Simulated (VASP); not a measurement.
Runs of VASP 6.6.1 on Cu. The structure is that of space group I4/mmm (No. 139), or close to it. The cells are those of the table. 

```csv
cell,gap on the mesh (eV),pressure (GPa)
"a = 2.564, b = 2.564, c = 2.761 Å, angles 57.4, 57.4, 65.1°, 1 atom",none,-6.1
"a = 2.660, b = 2.660, c = 2.761 Å, angles 58.7, 58.7, 62.5°, 1 atom",none,-13.1
"a = 2.456, b = 2.456, c = 2.556 Å, angles 58.6, 58.6, 62.7°, 1 atom",none,17.9
"a = 2.510, b = 2.510, c = 2.352 Å, angles 62.1, 62.1, 55.9°, 1 atom",none,(b)
"a = 2.564, b = 2.564, c = 2.352 Å, angles 62.7, 62.7, 54.6°, 1 atom",none,(a)
```

Alike in all rows: task single point; level PBE; potentials or basis VASP PAW PBE potentials, release 64 (Cu); no spin polarisation; k mesh 22 × 22 × 22; cutoff (eV) 520; smearing gaussian 0.15 eV.

Fill in the values left out.

(a) 21.2; (b) 29.5.

A gap of «none» marks levels without a gap at the run's occupations.
